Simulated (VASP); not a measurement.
# H4CO in VASP: notebook, part 2 of 2

VASP 6.6.1. Earlier steps stand in the parts before.

**4. Single point, PBE+D3(BJ)**

File INCAR:

```
PREC = Accurate
ENCUT = 520
EDIFF = 1E-6
ISMEAR = -1
SIGMA = 0.05
LREAL = Auto
LASPH = T
NELM = 80
ALGO = Normal
ISIF = 2
LWAVE = F
LCHARG = F
GGA = PE
IVDW = 12
NBANDS = 66
```

File KPOINTS:

```
Automatic mesh
0
Gamma
  1 1 1
```

File POSCAR:

```
H4CO
1.0
    7.3803230000      0.0000000000      0.0000000000
    0.0000000000      7.3803230000      0.0000000000
    0.0000000000      0.0000000000      7.3803230000
C O H
6 6 24
Direct
    0.7021779399      0.5061296098      0.2023353178
    0.0051352766      0.8526320596      0.8368468426
    0.4199003214      0.4383412488      0.6895362168
    0.1358070643      0.7298732047      0.3445242166
    0.9696188094      0.2659368702      0.4829869912
    0.5949468607      0.0086310586      0.0867035223
    0.5592302668      0.5749206369      0.0781402115
    0.1353599294      0.7075029101      0.8507351237
    0.5896083410      0.3590899748      0.6819755721
    0.2108444305      0.5751645287      0.2540674710
    0.9447689485      0.4112150647      0.6144582019
    0.5888224675     -0.0418274376      0.2677389594
    0.6694693444      0.5970470398      0.3131163772
    0.5849337488      0.5200856385     -0.0357978912
    0.6803225279      0.3652143680      0.2407482708
    0.8305056567      0.5149097133      0.1379749911
    0.0894134308      0.9521805482      0.7641128986
    0.1290729417      0.6229808641      0.7473792136
   -0.1170273984      0.8223352826      0.7602783781
   -0.0328440910      0.8937413715      0.9758651484
    0.4412950490      0.5653411104      0.5892018547
    0.5840530286      0.2369272998      0.7153345457
    0.3181026088      0.3575182279      0.6398500445
    0.3976384231      0.5012111259      0.8226333726
   -0.0053656188      0.6997796709      0.3482909894
    0.2541623178      0.6069246563      0.1281380232
    0.2012378049      0.7283421064      0.4806293708
    0.1469989864      0.8667235838      0.2828873479
    1.0109584635      0.3387792106      0.3640762064
    0.8833624219      0.3581415068      0.7088307653
    1.0710506844      0.1711171720      0.5277275805
    0.8325380881      0.2065627751      0.4769303457
    0.4543026098      0.0363940711      0.0181834860
    0.5094898963     -0.1450614018      0.2729013351
    0.6967716725      0.1237886201      0.0875164949
    0.6714069289     -0.0830180468     -0.0066528254
```

On the command line:

```console
$ cat potpaw_PBE.64/C/POTCAR potpaw_PBE.64/O/POTCAR potpaw_PBE.64/H/POTCAR > POTCAR
$ mpirun -np 1 vasp_gam > vasp.out
```

It took 31 s on 1 thread of Intel Xeon 6975P-C (Granite Rapids), shared host; peak memory 0.37 GiB.

The run converged. Its results:

```
Free energy                : -181.5422 eV
Pressure                   : 1.3 GPa
Largest force              : 5.158 eV/Å
Band gap on the k mesh     : 4.28 eV
Dispersion energy per atom : -0.034 eV
```

Forces on the atoms (eV/Å):
```
C   -2.573  0.583 -0.435
C    1.456 -0.067 -0.146
C    1.730  4.769 -0.930
C    0.652 -0.397  0.247
C   -1.371  1.138  0.995
C    0.821  1.313 -2.055
O    0.700 -0.324  0.871
O   -0.207 -1.003  0.261
O    1.778  0.448 -0.202
O    0.891  0.598 -1.814
O    2.495  1.229 -1.989
O   -0.203 -0.302  0.600
H    1.042 -0.124  0.758
H    0.164 -0.394 -1.107
H   -0.350 -0.239  0.107
H    1.275  0.548 -0.188
H   -0.844  0.867  0.192
H   -0.503  0.364  0.294
H   -0.237 -0.341 -0.237
H    0.227  0.058 -0.309
H   -0.863 -1.720  1.322
H   -0.259 -2.013  0.543
H   -2.152 -1.465 -0.751
H   -0.675 -0.304 -0.039
H   -1.207  0.245  0.756
H   -0.487 -0.269  1.321
H   -0.526  0.366 -0.232
H    0.517 -0.386 -0.203
H    0.213 -0.181 -0.875
H   -1.716 -0.879  2.480
H    0.524 -0.627  0.095
H    0.412 -0.486 -0.731
H    1.554  0.082  0.905
H   -0.332 -0.684  0.248
H   -1.296  0.068 -0.239
H   -0.652 -0.470  0.489
```

Stress tensor (GPa, compression positive):
```
 1.31  0.47 -0.68
 0.47  1.39 -0.02
-0.68 -0.02  1.14
```

Levels at points of the mesh, in eV from the valence-band top:
```tsv
k point	band 38	band 39	band 40	band 41	band 42	band 43	band 44	band 45	band 46	band 47
(0.00, 0.00, 0.00)	-0.75	-0.61	-0.46	-0.43	0.00	4.28	5.33	5.92	6.03	6.24
```

Caveat: the k points lie up to 0.85 Å⁻¹ apart, too coarse for converged energies, forces and pressures.

**5. Single point, PBE+D3(BJ)**

File INCAR:

```
  PREC = Accurate
  ENCUT = 520
  EDIFF = 1E-6
  ISMEAR = -1
  SIGMA = 0.05
  LREAL = Auto
  LASPH = T
  NELM = 80
  ALGO = Normal
  ISIF = 2
  LWAVE = F
  LCHARG = T
  GGA = PE
  IVDW = 12
  LELF = T
  LVHAR = T
  NBANDS = 66
```

KPOINTS is that of step 4.

File POSCAR:

```
H4CO
1.0
    7.3803230000      0.0000000000      0.0000000000
    0.0000000000      7.3803230000      0.0000000000
    0.0000000000      0.0000000000      7.3803230000
C O H
6 6 24
Direct
    0.7420406939      0.5244892398      0.1645591934
    0.0043087545      0.8329987725      0.8037046617
    0.4189518535      0.4311464417      0.6480204186
    0.1396551343      0.7457126199      0.3761488488
    0.9881003853      0.2627120791      0.4437204171
    0.5967489499      0.0085768604      0.0603632117
    0.6114908521      0.5747715920      0.0443341030
    0.1596813581      0.7232203794      0.8234463451
    0.6143769046      0.3616779374      0.6508522730
    0.2636063489      0.6245661606      0.2591079008
    0.9870435210      0.3740351201      0.6012609475
    0.5926027899     -0.0699020897      0.2377944705
    0.7187896790      0.6180488307      0.2955426206
    0.5870745765      0.4871331512     -0.0566641866
    0.7128278803      0.3789265050      0.2035412271
    0.8801511804      0.5344888022      0.0925433751
    0.0184951255      0.9732365372      0.7649800693
    0.1440858347      0.5978735619      0.7538287958
   -0.0831941908      0.7642077454      0.7040071281
   -0.0534122965      0.8370500857      0.9438475796
    0.4106595335      0.5659508398      0.5966270040
    0.5834974973      0.2254779364      0.6294439959
    0.3569220480      0.3482367913      0.5308710743
    0.3422478935      0.4410647068      0.7802233046
   -0.0027912058      0.6869211551      0.3486026289
    0.2465068263      0.6524917676      0.1347095513
    0.1886773790      0.7454009804      0.5191913687
    0.1423108447      0.8781322985      0.3277634326
    1.0189391440      0.3658376469      0.3254329113
    0.8749888047      0.4406311214      0.6089570877
    1.0968354637      0.1673910478      0.4586926616
    0.8535669780      0.1908724049      0.4130307034
    0.4572970587     -0.0014498010     -0.0055282133
    0.5177686668     -0.1714559105      0.2286891780
    0.6356361368      0.1515380831      0.0833974340
    0.7013243187     -0.0439140672     -0.0392801236
```

On the command line:

```console
$ cat potpaw_PBE.64/C/POTCAR potpaw_PBE.64/O/POTCAR potpaw_PBE.64/H/POTCAR > POTCAR
$ mpirun -np 1 vasp_gam > vasp.out
```

Wall time 33 s (1 thread of Intel Xeon 6975P-C (Granite Rapids), shared host); peak memory 0.38 GiB.

It converged, with:

```
Free energy                : -181.2650 eV
Pressure                   : -2.4 GPa
Largest force              : 3.743 eV/Å
Band gap on the k mesh     : 4.39 eV
Dispersion energy per atom : -0.034 eV
```

Forces in eV/Å, atoms in the order of the input:
```
C    0.769 -0.756  1.493
C   -1.432 -1.335  1.116
C    0.086 -1.428 -1.521
C   -0.294 -3.505 -1.280
C   -1.060  2.015 -2.015
C   -0.372  0.530 -0.614
O   -2.401  0.695 -2.486
O    1.426 -2.545 -1.420
O   -2.604 -1.717  0.291
O   -0.387  0.960  2.997
O    0.677 -0.251  1.033
O    1.490  1.710 -0.295
H    0.882 -1.377 -1.916
H    0.729  0.613  1.106
H    0.689  0.720  0.214
H   -0.691 -0.007  1.294
H    0.933  0.573 -0.482
H   -0.095  2.729  1.343
H   -0.524  0.446  0.364
H   -0.508  0.006 -0.684
H    0.738  1.052 -0.401
H    1.190  2.398  0.474
H   -0.072  0.714  1.708
H    0.778 -1.040 -0.548
H    1.321  0.787  0.984
H   -0.443  0.534 -1.419
H   -0.250 -0.418 -0.784
H    0.148  2.006 -0.804
H   -0.212 -1.843  0.920
H   -0.819 -0.080 -0.080
H    0.504 -0.530 -0.013
H    1.152  0.543  0.455
H    1.025  0.205  0.339
H   -1.384 -2.157 -0.038
H   -0.315 -0.045 -0.187
H   -0.674 -0.203  0.857
```

Stress tensor (GPa, compression positive):
```
-1.02 -1.22  1.14
-1.22 -2.44 -3.79
 1.14 -3.79 -3.64
```

Levels at points of the mesh, in eV from the valence-band top:
```
           k point  band 40  band 41  band 42  band 43  band 44  band 45
(0.00, 0.00, 0.00)    -0.25    -0.17     0.00     4.39     5.26     5.89
```

Caveat: the k points lie up to 0.85 Å⁻¹ apart, too coarse for converged energies, forces and pressures.

**6. Single point, PBE+D3(BJ)**

File INCAR:

```
PREC = Accurate
ENCUT = 520
EDIFF = 1E-6
ISMEAR = -1
SIGMA = 0.05
LREAL = Auto
LASPH = T
NELM = 80
ALGO = Normal
ISIF = 2
LWAVE = F
LCHARG = F
GGA = PE
IVDW = 12
NBANDS = 66
```

File KPOINTS:

```
regular mesh
0
Gamma
  1 1 1
```

File POSCAR:

```
H4CO
1.0
    7.3803230000      0.0000000000      0.0000000000
    0.0000000000      7.3803230000      0.0000000000
    0.0000000000      0.0000000000      7.3803230000
C O H
6 6 24
Direct
    0.7129091776      0.4991786945      0.1154827506
   -0.0003929367      0.8337033488      0.8244625608
    0.4559421044      0.4444385429      0.6096887629
    0.1811980316      0.7684081035      0.3654582598
    1.0254429244      0.2727522901      0.4605489489
    0.5905026108      0.0291450659      0.1033152614
    0.5916407724      0.6000821373      0.0191184044
    0.1534756677      0.7207137140      0.8250045425
    0.5998382456      0.3452965405      0.6961348440
    0.2415883424      0.5991201198      0.2565470373
    0.9735617262      0.4002399353      0.5941745368
    0.5899877282     -0.1108081584      0.2389461816
    0.6744691255      0.5175654236      0.2676441126
    0.5594470594      0.5201533862     -0.0821779751
    0.7033838492      0.3541985900      0.0764465187
    0.8520087806      0.5561680702      0.0898605657
   -0.0667179472      0.8220236431      0.6965955284
    0.1133148238      0.5981174537      0.7611319992
   -0.1069736379      0.7878381475      0.9241058962
    0.0553092324      0.9702691874      0.8188801493
    0.4238025897      0.5700969998      0.6845635347
    0.5780099326      0.2253559905      0.7246295318
    0.5013330717      0.4579067881      0.4654132346
    0.3261103884      0.3623418650      0.6241461248
    0.1240596109      0.6957961054      0.4912386626
    0.2880090749      0.6415843859      0.1430425200
    0.2942283149      0.8616425053      0.3864465011
    0.0719751697      0.8346111681      0.2980492859
    1.1741356036      0.2961658995      0.4044673926
    0.8454237030      0.4207945912      0.6120057347
    1.0247247986      0.1319047960      0.5033384040
    0.9281707589      0.2817220872      0.3383727243
    0.4435307235      0.0701595310      0.0664740554
    0.5425643295     -0.2216840645      0.1957095916
    0.6689680113      0.1354276771      0.1688814975
    0.6759189266     -0.0211372863     -0.0161646042
```

Potentials or basis: VASP PAW PBE potentials, release 64 (C, O, H).

On the command line:

```console
$ cat potpaw_PBE.64/C/POTCAR potpaw_PBE.64/O/POTCAR potpaw_PBE.64/H/POTCAR > POTCAR
$ mpirun -np 1 vasp_gam > vasp.out
```

OUTCAR:

```text
PREC = Accurate
   ENCUT = 520
   EDIFF = 1E-6
   ISMEAR = -1
   LREAL = Auto
   LASPH = T
   NELM = 80
   ISIF = 2
   GGA = PE
   IVDW = 12
 IVDW          = 12

 ion  position               nearest neighbor table
   1  0.713  0.499  0.115-  15 1.11  16 1.13  13 1.17   7 1.36
   2  1.000  0.834  0.824-  17 1.07  20 1.09  19 1.13   8 1.41
   3  0.456  0.444  0.610-  21 1.11  23 1.12  24 1.14   9 1.44
   4  0.181  0.768  0.365-  28 1.07  27 1.09  25 1.15  10 1.55
   5  0.025  0.273  0.461-  31 1.09  32 1.15  29 1.19  11 1.42
   6  0.591  0.029  0.103-  35 1.09  36 1.15  33 1.16  12 1.44
   7  0.592  0.600  0.019-  14 0.98   1 1.36
   8  0.153  0.721  0.825-  18 1.06   2 1.41
   9  0.600  0.345  0.696-  22 0.92   3 1.44
  10  0.242  0.599  0.257-  26 0.96   4 1.55
  11  0.974  0.400  0.594-  30 0.97   5 1.42
  12  0.590  0.889  0.239-  34 0.95   6 1.44
  13  0.674  0.518  0.268-   1 1.17
  14  0.559  0.520  0.918-   7 0.98
  15  0.703  0.354  0.076-   1 1.11
  16  0.852  0.556  0.090-   1 1.13
  17  0.933  0.822  0.697-   2 1.07
[... 17 lines left out ...]
  35  0.669  0.135  0.169-   6 1.09
  36  0.676  0.979  0.984-   6 1.15

  LATTYP: Found a simple cubic cell.
 ALAT       =     7.3803230000

  Lattice vectors:

 A1 = (   7.3803230000,   0.0000000000,   0.0000000000)
 A2 = (   0.0000000000,   7.3803230000,   0.0000000000)
 A3 = (   0.0000000000,   0.0000000000,   7.3803230000)

Analysis of symmetry for initial positions (statically):
=====================================================================
 Subroutine PRICEL returns:
 Original cell was already a primitive cell.

 Routine SETGRP: Setting up the symmetry group for a
 simple cubic supercell.

 Subroutine GETGRP returns: Found  1 space group operations
 (whereof  1 operations were pure point group operations)
 out of a pool of 48 trial point group operations.

The static configuration has the point symmetry C_1 .

[... 178 lines left out ...]
  Fermi-wavevector in a.u.,A,eV,Ry     =   0.971462  1.835797 12.840345  0.943739
  Thomas-Fermi vector in A             =   2.101681
   LORBIT       =      0    0 simple, 1 ext, 2 COOP (PROOUT), +10 PAW based schemes
   GGA     = PE    functional components
   LHFCALC =     F    Hartree Fock is set to
   AEXX    =    0.0000 exact exchange contribution
   IVDW    =    12    specifies the selected vdW correction
   LEPSILON=     F    determine dielectric tensor
   LRPA    =     F    only Hartree local field effects (RPA)
 non-spin polarized calculation
  energy-cutoff  :      520.00
  volume of cell :      402.00
 maximum number of plane-waves:      5414
 NGX is ok and might be reduce to    54
   NGX = 27   NGY = 27   NGZ = 27

 number of electron      83.9999993 magnetization

 Free energy of the ion-electron system (eV)
  ---------------------------------------------------
  ext. energy  EPLUGINS =         0.00000000
  ---------------------------------------------------
  free energy    TOTEN  =      -180.54248668 eV

  energy without entropy =     -180.54248668  energy(sigma->0) =     -180.54248668

 E-fermi :  -1.6850     XC(G=0):  -6.3645

 val. band max:       -2.9425906398   @ k =   0.0000   0.0000   0.0000
 cond. band min:       1.5917919333   @ k =   0.0000   0.0000   0.0000
 fundamental gap:      4.5343825730
 Fermi energy:        -1.6849533036

 k-point     1 :       0.0000    0.0000    0.0000
  band No.  band energies     occupation
      1     -23.5124      2.00000
      2     -23.3294      2.00000
      3     -22.5502      2.00000
      4     -22.1624      2.00000
      5     -22.1434      2.00000
      6     -21.3324      2.00000
[... 46 lines left out ...]
     53       4.9862      0.00000
     54       5.0713      0.00000
 [bands above 54 left out]

------------------------ aborting loop because EDIFF is reached ----------------------------------------

 Edisp (eV)   -1.23637

 E8    (eV) :    -0.2680

  FORCE on cell =-STRESS in cart. coord.  units (eV):
  Direction    XX          YY          ZZ          XY          YZ          ZX
  --------------------------------------------------------------------------------------
  -------------------------------------------------------------------------------------
  Total      -3.78409    -1.31356    -2.17027    -1.65839    -3.79164     7.31762
  in kB     -15.08156    -5.23523    -8.64966    -6.60955   -15.11164    29.16448
  external pressure =       -9.66 kB  Pullay stress =        0.00 kB

 VOLUME and BASIS-vectors are now :
 -----------------------------------------------------------------------------
  energy-cutoff  :      520.00
  volume of cell :      402.00
      direct lattice vectors                 reciprocal lattice vectors
     7.380323000  0.000000000  0.000000000     0.135495425  0.000000000  0.000000000
     0.000000000  7.380323000  0.000000000     0.000000000  0.135495425  0.000000000
     0.000000000  0.000000000  7.380323000     0.000000000  0.000000000  0.135495425

 POSITION                                       TOTAL-FORCE (eV/Angst)
 -----------------------------------------------------------------------------------
      5.26150      3.68410      0.85230         1.611888     -0.403042      2.520162
      7.37742      6.15300      6.08480        -0.369814     -0.482714      0.027695
      3.36500      3.28010      4.49970        -1.109582     -1.538313     -0.221501
      1.33730      5.67110      2.69720         0.241051     -3.458652      0.479096
      0.18778      2.01300      3.39900         0.323361      0.338172     -2.591540
      4.35810      0.21510      0.76250        -0.268858     -1.469148     -0.417179
[... 28 lines left out ...]
      4.93720      0.99950      1.24640        -0.270116      0.424930     -0.092370
      4.98850      7.22432      7.26102        -1.018506      0.581524      0.508714
 -----------------------------------------------------------------------------------
    total drift:                                0.004820     -0.012029     -0.018370

  FREE ENERGIE OF THE ION-ELECTRON SYSTEM (eV)
  ---------------------------------------------------
  free  energy   TOTEN  =      -181.7788571261 eV

  energy  without entropy=     -181.7788571261  energy(sigma->0) =     -181.77885713
```

OSZICAR:

```text
N       E                     dE             d eps       ncg     rms          rms(c)
DAV:   1     0.597733946372E+03    0.59773E+03   -0.42063E+04   132   0.114E+03
DAV:   2    -0.124741091530E+03   -0.72248E+03   -0.68201E+03   166   0.265E+02
DAV:   3    -0.195212105693E+03   -0.70471E+02   -0.69908E+02   168   0.898E+01
DAV:   4    -0.196695464192E+03   -0.14834E+01   -0.14785E+01   176   0.145E+01
DAV:   5    -0.196726898939E+03   -0.31435E-01   -0.31403E-01   168   0.200E+00    0.234E+01
DAV:   6    -0.182796147134E+03    0.13931E+02   -0.29001E+01   168   0.192E+01    0.111E+01
DAV:   7    -0.180954161043E+03    0.18420E+01   -0.29294E+00   168   0.614E+00    0.576E+00
DAV:   8    -0.180549225759E+03    0.40494E+00   -0.11439E+00   168   0.527E+00    0.113E+00
DAV:   9    -0.180534713911E+03    0.14512E-01   -0.18921E-01   160   0.223E+00    0.579E-01
DAV:  10    -0.180542294046E+03   -0.75801E-02   -0.62079E-02   152   0.890E-01    0.352E-01
DAV:  11    -0.180541306769E+03    0.98728E-03   -0.65986E-03   168   0.407E-01    0.179E-01
DAV:  12    -0.180542647680E+03   -0.13409E-02   -0.63128E-03   136   0.355E-01    0.955E-02
DAV:  13    -0.180542506189E+03    0.14149E-03   -0.82515E-04   160   0.143E-01    0.545E-02
DAV:  14    -0.180542496257E+03    0.99316E-05   -0.48104E-04   152   0.875E-02    0.229E-02
DAV:  15    -0.180542488998E+03    0.72591E-05   -0.56393E-05   152   0.389E-02    0.148E-02
DAV:  16    -0.180542486490E+03    0.25076E-05   -0.21043E-05   168   0.230E-02    0.563E-03
DAV:  17    -0.180542486679E+03   -0.18894E-06   -0.61785E-06   152   0.106E-02
   1 F= -.18177886E+03 E0= -.18177886E+03  d E =-.320109E-10
```

stdout:

```text
POSCAR found type information on POSCAR C O H
 POSCAR found :  3 types and      36 ions
 scaLAPACK will be used
 LDA part: xc-table for (Slater+PW92), standard interpolation
 POSCAR, INCAR and KPOINTS ok, starting setup
 FFT: planning ... GRIDC
 FFT: planning ... GRID_SOFT
 FFT: planning ... GRID
 WAVECAR not read
 entering main loop
```

Run time: 31 s. Hardware: 1 thread of Intel Xeon 6975P-C (Granite Rapids), shared host; peak memory 0.38 GiB.

Results:

| Quantity | Value |
| --- | --- |
| Free energy | -181.7789 eV |
| Pressure | -1.0 GPa |
| Largest force | 3.506 eV/Å |
| Band gap on the k mesh | 4.53 eV |
| Dispersion energy per atom | -0.034 eV |

Forces on the atoms (eV/Å):
```
C    1.612 -0.403  2.520
C   -0.370 -0.483  0.028
C   -1.110 -1.538 -0.222
C    0.241 -3.459  0.479
C    0.323  0.338 -2.592
C   -0.269 -1.469 -0.417
O   -2.008  0.490 -2.083
O   -0.044 -3.326 -1.047
O    1.478  3.165  0.296
O   -0.738  1.644  1.672
O    1.710  0.569  0.672
O    0.557  1.744  1.106
H    0.801 -0.493 -1.374
H   -0.189  0.537 -0.148
H    0.335  0.466  0.352
H   -0.290 -0.684  0.505
H   -0.766 -0.095 -1.227
H    0.788  2.229  1.276
H    0.767  0.955  0.044
H   -0.446  0.534  0.989
H    0.559  0.128 -0.463
H   -0.914 -2.520  0.320
H   -0.884  0.469  0.677
H    0.893  0.594 -0.534
H    0.839  1.225 -1.097
H    0.201  0.322 -0.979
H    0.161 -0.149  0.306
H   -0.846  0.452 -0.668
H   -2.203  0.222  0.850
H   -0.675 -0.735 -0.243
H   -0.238 -0.450  0.582
H    1.033 -0.082  0.937
H    1.541 -0.130  0.087
H   -0.562 -1.075 -1.021
H   -0.270  0.425 -0.092
H   -1.019  0.582  0.509
```

Stress tensor (GPa, compression positive):
```
-1.51 -0.66  2.92
-0.66 -0.52 -1.51
 2.92 -1.51 -0.86
```

Caveat: the k points lie up to 0.85 Å⁻¹ apart, too coarse for converged energies, forces and pressures; the atoms stand as in a frame of molecular dynamics.

**7. Summary**

| cell | gap on the mesh (eV) | pressure (GPa) | largest force (eV/Å) |
| --- | --- | --- | --- |
| as given, atomic positions A | 4.37 | -0.4 | 0.26 |
| as given, atomic positions B | 4.12 | -1.1 | 2.60 |
| as given, atomic positions C | 4.28 | 1.3 | 5.16 |
| as given, atomic positions D | 4.39 | -2.4 | 3.74 |
| as given, atomic positions E | 4.53 | -1.0 | 3.51 |

Alike in all rows: task single point; level PBE+D3(BJ); potentials or basis VASP PAW PBE potentials, release 64 (C, O, H); no spin polarisation; k mesh 1 × 1 × 1; cutoff (eV) 520; smearing fermi-dirac 0.05 eV.

Caveats: all runs use coarse meshes; the atoms stand as in a frame of molecular dynamics (at least some runs).

Absolute energies hang on the potentials; compare differences alone.
